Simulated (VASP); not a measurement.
A run of VASP 6.6.1 is set up as follows.

Contents of INCAR:

```
SYSTEM = YN
ALGO = Normal
EDIFF = 1E-6
ENCUT = 600
GGA = PE
GGA_COMPAT = .False.
ISIF = 2
ISMEAR = 0
LASPH = .True.
LCHARG = .False.
LREAL = .False.
LWAVE = .False.
NBANDS = 15
NELM = 120
PREC = Accurate
SIGMA = 0.01
```

The input KPOINTS:

```
k-points
0
Gamma
  6 6 6
  0 0 0
```

File POSCAR:

```
YN
1.0
    0.0000000000      2.4065476203      2.4065476203
    2.4065476203      0.0000000000      2.4065476203
    2.4065476203      2.4065476203      0.0000000000
Y N
1 1
Direct
    0.0000000000      0.0000000000      0.0000000000
    0.5000000000      0.5000000000      0.5000000000
```

Potentials or basis: VASP PAW PBE potentials, release 64 (Y_sv, N).

Command:

```bash
$ cat potpaw_PBE.64/Y_sv/POTCAR potpaw_PBE.64/N/POTCAR > POTCAR
$ mpirun -np 1 vasp_std > vasp.out
```

Predict the pressure.

10.2 GPa.

What does it give for the band gap on the k mesh?

0.08 eV, indirect (least direct gap 0.43 eV).

 A k mesh can miss the band edges.
